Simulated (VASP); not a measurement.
## ZnS: single point with PBE

**The experiment to reproduce.**

“Electronic, vibrational, and thermodynamic properties of ZnS (zincblende and rocksalt structure)”, 2009, arxiv:0911.5022 quotes, for a bulk crystal of ZnS at 19 K: band gap 3.85 eV (direct).

Crystal: ZnS.

```
Zn S
1.0
     0.00000    2.69410    2.69410
     2.69410    0.00000    2.69410
     2.69410    2.69410    0.00000
Zn S
1 1
Direct
  0.25000 0.25000 0.25000
  0.00000 0.00000 0.00000
```

```json
{"Program": "VASP 6.6.1", "Task": "single point", "Functional": "PBE", "Potentials or basis": "VASP PAW PBE potentials, release 64 (Zn, S)", "Cutoff": "520 eV", "k mesh": "8 × 8 × 8", "Occupations": "gaussian, width 0.01 eV", "Spin": "no spin polarisation"}
```

```
Pressure               : 2.5 GPa
Band gap on the k mesh : 2.15 eV, direct
```

Levels at points of the mesh, in eV from the valence-band top:
```csv
k point,band 7,band 8,band 9,band 10,band 11,band 12
"(0.00, 0.00, 0.00)",0.00,0.00,0.00,2.15,6.39,6.39
"(0.50, 0.00, 0.00)",-5.35,-0.88,-0.88,3.33,6.92,6.92
"(0.50, 0.50, 0.00)",-4.59,-2.25,-2.25,3.39,4.07,11.04
```

Run time: 24 s on 1 thread of Intel(R) Xeon(R) Platinum 8259CL CPU @ 2.50GHz (Skylake/Cascade Lake) (shared host), peak memory 0.16 GiB.

Measured gap of ZnS: 3.85 eV (direct; 19 K; quoted in “Electronic, vibrational, and thermodynamic properties of ZnS (zincblende and rocksalt structure)”, 2009, arxiv:0911.5022). This calculation gives 2.15 eV (-1.70 eV). The value is that of PBE, without temperature or zero-point motion. Semilocal functionals fall short of measured gaps as a rule.
